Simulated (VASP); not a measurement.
# ZrB (Fm-3m) in VASP: notebook, part 2 of 2

VASP 6.6.1. The steps go on from the part before.

**3. Relaxation of cell and atoms, PBE**

INCAR reads:

```
SYSTEM = ZrB
ALGO = Normal
EDIFF = 1E-6
EDIFFG = -0.01
ENCUT = 600
GGA = PE
IBRION = 2
ISIF = 3
ISMEAR = -1
LASPH = .TRUE.
LCHARG = .FALSE.
LREAL = .FALSE.
LWAVE = .FALSE.
NELM = 60
NSW = 60
PREC = Accurate
SIGMA = 0.05
```

KPOINTS reads:

```
k-points
0
G
  10 10 10
  0 0 0
```

POSCAR reads:

```
ZrB
1.0
    0.0000000000      2.3250000000      2.3250000000
    2.3250000000      0.0000000000      2.3250000000
    2.3250000000      2.3250000000      0.0000000000
Zr B
1 1
Direct
    0.0000000000      0.0000000000      0.0000000000
    0.5000000000      0.5000000000      0.5000000000
```

Potentials or basis: VASP PAW PBE potentials, release 64 (Zr_sv, B).

Command:

```console
$ cat potpaw_PBE.64/Zr_sv/POTCAR potpaw_PBE.64/B/POTCAR > POTCAR
$ mpirun -np 1 vasp_std > vasp.out
```

Wall time 1.8 min (1 thread of Intel Xeon 6975P-C, shared host); peak memory 0.18 GiB.

It converged, with:

| Item | Value |
| --- | --- |
| Free energy | -16.0036 eV |
| Relaxed volume | 14.75 Å³/atom |
| Relaxed cell | a = 3.468 Å, b = 3.468 Å, c = 3.468 Å, α = 60.00°, β = 60.00°, γ = 60.00° |
| Space group after relaxing (to 0.05 Å) | Fm-3m (No. 225) |
| Energy gained by relaxing | 207.7 meV/atom |
| Ionic steps | 18 |
| Pressure after relaxing | 0.0 GPa |

The path:
| step | energy change (eV) | largest force (eV/Å) | pressure (GPa) | volume (Å³) |
| --- | --- | --- | --- | --- |
| 1 | 0.0000 | 0.0000 | 34.77 | 25.14 |
| 2 | 0.1524 | 0.0000 | -22.07 | 36.42 |
| 3 | -0.4146 | 0.0000 | -1.14 | 29.71 |
| 4 | -0.4153 | 0.0000 | -0.18 | 29.53 |
| 5 | -0.4153 | 0.0000 | 0.31 | 29.44 |
| 6 | -0.4153 | 0.0000 | 0.33 | 29.44 |
| 7 | -0.4153 | 0.0000 | 0.31 | 29.44 |
| 8 | -0.4153 | 0.0000 | 0.30 | 29.44 |
| 9 | -0.4153 | 0.0000 | 0.30 | 29.44 |
| 10 | -0.4153 | 0.0000 | 0.29 | 29.44 |
| 11 | -0.4153 | 0.0000 | 0.30 | 29.44 |
| 12 | -0.4153 | 0.0000 | 0.30 | 29.44 |
| 13 | -0.4153 | 0.0000 | 0.30 | 29.45 |
| 14 | -0.4153 | 0.0000 | 0.30 | 29.45 |
| 15 | -0.4153 | 0.0000 | 0.27 | 29.45 |
| 16 | -0.4153 | 0.0000 | 0.23 | 29.46 |
| 17 | -0.4153 | 0.0000 | 0.17 | 29.47 |
| 18 | -0.4153 | 0.0000 | -0.01 | 29.50 |

Final structure:
```
CELL_PARAMETERS angstrom
0.00000 2.45252 2.45252
2.45252 0.00000 2.45252
2.45252 2.45252 0.00000
ATOMIC_POSITIONS crystal
Zr 0.00000 0.00000 0.00000
B 0.50000 0.50000 0.50000
```

Levels at points of the mesh, in eV from the Fermi level:
| k point | band 4 | band 5 | band 6 | band 7 | band 8 | band 9 | band 10 | band 11 |
| --- | --- | --- | --- | --- | --- | --- | --- | --- |
| (0.00, 0.00, 0.00) | -25.30 | -8.03 | 1.75 | 1.75 | 1.75 | 3.15 | 3.15 | 3.43 |
| (0.50, 0.00, 0.00) | -25.36 | -4.18 | -3.79 | -1.15 | -1.15 | 4.82 | 4.82 | 6.08 |
| (0.50, 0.50, 0.00) | -25.49 | -6.09 | -0.78 | -0.76 | 2.05 | 2.05 | 4.56 | 5.73 |

Caveat: the volume moved by over 15 % at a fixed basis, so the end points are rough; the volume moved by +17 % from the deposited cell, more than functionals usually miss. PBE usually gives volumes a little too large and moduli too small.

**4. Relaxation of cell and atoms, PBEsol**

INCAR reads:

```
SYSTEM = ZrB
  PREC = Accurate
  ENCUT = 600
  EDIFF = 1E-6
  ISMEAR = -1
  SIGMA = 0.05
  LREAL = .FALSE.
  LASPH = .TRUE.
  NELM = 80
  ALGO = Normal
  ISIF = 3
  LWAVE = .FALSE.
  LCHARG = .FALSE.
  GGA = PS
  IBRION = 2
  NSW = 60
  EDIFFG = -0.01
```

KPOINTS reads:

```
regular mesh
0
G
  10 10 10
  0 0 0
```

POSCAR is that of step 3.

Command:

```console
$ cat potpaw_PBE.64/Zr_sv/POTCAR potpaw_PBE.64/B/POTCAR > POTCAR
$ mpirun -np 1 vasp_std > vasp.out
```

Wall time 1.7 min (1 thread of Intel Xeon 6975P-C, shared host); peak memory 0.18 GiB.

It converged, with:

- Free energy: -16.9211 eV
- Relaxed volume: 14.37 Å³/atom
- Relaxed cell: a = 3.439 Å, b = 3.439 Å, c = 3.439 Å, α = 60.00°, β = 60.00°, γ = 60.00°
- Space group after relaxing (to 0.05 Å): Fm-3m (No. 225)
- Energy gained by relaxing: 149.3 meV/atom
- Ionic steps: 17
- Pressure after relaxing: 0.1 GPa

Step by step:
```
step  energy change (eV)  largest force (eV/Å)  pressure (GPa)  volume (Å³)
   1              0.0000                0.0000           29.48        25.14
   2              0.1499                0.0000          -21.44        34.52
   3             -0.2982                0.0000           -0.93        28.92
   4             -0.2987                0.0000           -0.13        28.78
   5             -0.2986                0.0000            0.32        28.70
   6             -0.2986                0.0000            0.33        28.71
   7             -0.2987                0.0000            0.31        28.71
   8             -0.2987                0.0000            0.30        28.71
   9             -0.2987                0.0000            0.29        28.71
  10             -0.2987                0.0000            0.29        28.71
  11             -0.2987                0.0000            0.29        28.71
  12             -0.2987                0.0000            0.29        28.71
  13             -0.2987                0.0000            0.30        28.71
  14             -0.2987                0.0000            0.30        28.71
  15             -0.2987                0.0000            0.24        28.72
  16             -0.2987                0.0000            0.20        28.73
  17             -0.2987                0.0000            0.11        28.75
```

Final structure:
```
CELL_PARAMETERS angstrom
0.00000 2.43146 2.43146
2.43146 0.00000 2.43146
2.43146 2.43146 0.00000
ATOMIC_POSITIONS crystal
Zr 0.00000 0.00000 0.00000
B 0.50000 0.50000 0.50000
```

Levels at points of the mesh, in eV from the Fermi level:
```csv
k point,band 5,band 6,band 7,band 8,band 9,band 10,band 11
"(0.00, 0.00, 0.00)",-8.07,1.76,1.76,1.76,3.24,3.24,3.53
"(0.50, 0.00, 0.00)",-4.04,-3.87,-1.18,-1.18,4.97,4.97,6.28
"(0.50, 0.50, 0.00)",-6.11,-0.85,-0.71,2.15,2.15,4.72,5.92
```

Caveat: the PAW data sets were made with another functional, which shifts forces and pressure a little; the volume moved by +14 % from the deposited cell, more than functionals usually miss.

**5. Relaxation of cell and atoms, RPBE**

INCAR reads:

```
SYSTEM = ZrB
  PREC = Accurate
  ENCUT = 600
  EDIFF = 1E-7
  ISMEAR = -1
  SIGMA = 0.05
  LREAL = .False.
  LASPH = .True.
  NELM = 80
  ALGO = Normal
  ISIF = 3
  LWAVE = .False.
  LCHARG = .False.
  GGA = RP
  IBRION = 2
  NSW = 60
  EDIFFG = -0.01
```

KPOINTS reads:

```
Automatic mesh
0
Gamma
  10 10 10
  0 0 0
```

POSCAR is that of step 4.

Command:

```console
$ cat potpaw_PBE.64/Zr_sv/POTCAR potpaw_PBE.64/B/POTCAR > POTCAR
$ mpirun -np 1 vasp_std > vasp.out
```

Wall time 2.4 min (1 thread of Intel Xeon 6975P-C, shared host); peak memory 0.18 GiB.

It converged, with:

```
Free energy                            : -15.2815 eV
Relaxed volume                         : 15.00 Å³/atom
Relaxed cell                           : a = 3.487 Å, b = 3.487 Å, c = 3.487 Å, α = 60.00°, β = 60.00°, γ = 60.00°
Space group after relaxing (to 0.05 Å) : Fm-3m (No. 225)
Energy gained by relaxing              : 248.8 meV/atom
Ionic steps                            : 18
Pressure after relaxing                : 0.0 GPa
```

Step by step:
| step | energy change (eV) | largest force (eV/Å) | pressure (GPa) | volume (Å³) |
| --- | --- | --- | --- | --- |
| 1 | 0.0000 | 0.0000 | 37.94 | 25.14 |
| 2 | 0.1291 | 0.0000 | -21.91 | 37.59 |
| 3 | -0.4967 | 0.0000 | -1.21 | 30.24 |
| 4 | -0.4976 | 0.0000 | -0.22 | 30.04 |
| 5 | -0.4976 | 0.0000 | 0.31 | 29.93 |
| 6 | -0.4976 | 0.0000 | 0.32 | 29.93 |
| 7 | -0.4976 | 0.0000 | 0.29 | 29.94 |
| 8 | -0.4976 | 0.0000 | 0.29 | 29.94 |
| 9 | -0.4976 | 0.0000 | 0.29 | 29.94 |
| 10 | -0.4976 | 0.0000 | 0.29 | 29.94 |
| 11 | -0.4976 | 0.0000 | 0.29 | 29.94 |
| 12 | -0.4976 | 0.0000 | 0.29 | 29.94 |
| 13 | -0.4976 | 0.0000 | 0.29 | 29.94 |
| 14 | -0.4976 | 0.0000 | 0.27 | 29.94 |
| 15 | -0.4976 | 0.0000 | 0.25 | 29.94 |
| 16 | -0.4976 | 0.0000 | 0.22 | 29.95 |
| 17 | -0.4977 | 0.0000 | 0.15 | 29.96 |
| 18 | -0.4977 | 0.0000 | 0.01 | 29.99 |

Final structure:
```cif
data_structure
_symmetry_space_group_name_H-M 'P 1'
_symmetry_Int_Tables_number 1
_cell_length_a 3.4874
_cell_length_b 3.4874
_cell_length_c 3.4874
_cell_angle_alpha 60.000
_cell_angle_beta 60.000
_cell_angle_gamma 60.000
_cell_volume 29.99
loop_
_atom_site_label
_atom_site_type_symbol
_atom_site_fract_x
_atom_site_fract_y
_atom_site_fract_z
_atom_site_occupancy
Zr1 Zr 0.00000 0.00000 0.00000 1
B1 B 0.50000 0.50000 0.50000 1
```

Levels at points of the mesh, in eV from the Fermi level:
```csv
k point,band 5,band 6,band 7,band 8,band 9,band 10,band 11
"(0.00, 0.00, 0.00)",-8.03,1.74,1.74,1.74,3.08,3.08,3.40
"(0.50, 0.00, 0.00)",-4.28,-3.75,-1.13,-1.13,4.73,4.73,5.98
"(0.50, 0.50, 0.00)",-6.10,-0.84,-0.72,2.01,2.01,4.45,5.62
```

Caveat: the volume moved by over 15 % at a fixed basis, so the end points are rough; the PAW data sets were made with another functional, which shifts forces and pressure a little; the volume moved by +19 % from the deposited cell, more than functionals usually miss.

**6. Overview**

| level | potentials or basis | gap on the mesh (eV) | pressure (GPa) | relaxed volume (Å³/atom) |
| --- | --- | --- | --- | --- |
| LDA | VASP PAW LDA potentials, release 64 (Zr_sv, B) | none | -0.1 | 14.12 |
| PBE | VASP PAW PBE potentials, release 64 (Zr_sv, B) | none | 0.0 | 14.75 |
| PBEsol | VASP PAW PBE potentials, release 64 (Zr_sv, B) | none | 0.1 | 14.37 |
| RPBE | VASP PAW PBE potentials, release 64 (Zr_sv, B) | none | 0.0 | 15.00 |

Alike in all rows: task relaxation of cell and atoms; no spin polarisation; cell relaxed; k mesh 10 × 10 × 10; cutoff (eV) 600; smearing fermi-dirac 0.05 eV.

Caveats: the volume moved by over 15 % at a fixed basis, so the end points are rough (some runs); the PAW data sets were made with another functional, which shifts forces and pressure a little (some runs); the volume moved by +12 % from the deposited cell, more than functionals usually miss (some runs); the volume moved by +17 % from the deposited cell, more than functionals usually miss (some runs); the volume moved by +14 % from the deposited cell, more than functionals usually miss (some runs); the volume moved by +19 % from the deposited cell, more than functionals usually miss (some runs).

Absolute energies hang on the potentials; compare differences alone.
